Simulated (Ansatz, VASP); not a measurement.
# Two plane-wave programs on Re

```
Re
1.0
     2.77482    0.00000    0.00000
    -1.38741    2.40307    0.00000
     0.00000    0.00000    4.48422
Re
2
Direct
  0.34186 0.68373 0.25000
  0.65814 0.31627 0.75000
```

Change from the starting cell: mode 4 frozen in at +0.000 Å and mode 6 at +0.041 Å (largest displacements).

Alike in both runs: task single point; functional PBE; k mesh 18 × 18 × 10; occupations gaussian, width 0.15 eV; no spin polarisation.

|  | VASP | Ansatz |
| --- | --- | --- |
| version | VASP 6.6.1 | Ansatz 0.2.0 |
| potentials or method | VASP PAW PBE potentials, release 64 (Re), cutoff 520 eV | scalar-relativistic, plane waves, PAW |
| valence electrons in the cell | 14 | 30 |

Ansatz gave:

```
gap on the k mesh at the Fermi level (eV)                     : none
pressure (GPa)                                                : 0.3
traceless stress, the component that is largest in VASP (GPa) : 1.30
rms of the force components (eV/Å)                            : 0.211
```

Which values does VASP return?

gap on the k mesh at the Fermi level (eV): none; pressure (GPa): -0.2; traceless stress, the component that is largest in VASP (GPa): 1.31; rms of the force components (eV/Å): 0.204.

Atom by atom the forces differ by 0.007 eV/Å (rms over components). A gap of «none» marks a metal or a gap that the smearing closes. With one functional, cell and mesh, what is left measures potentials, basis and numerics. VASP's potentials hold 14 valence electrons a cell and Ansatz's 30, so a difference there can come from the potentials and not from the codes.

Spin-orbit coupling is off throughout.
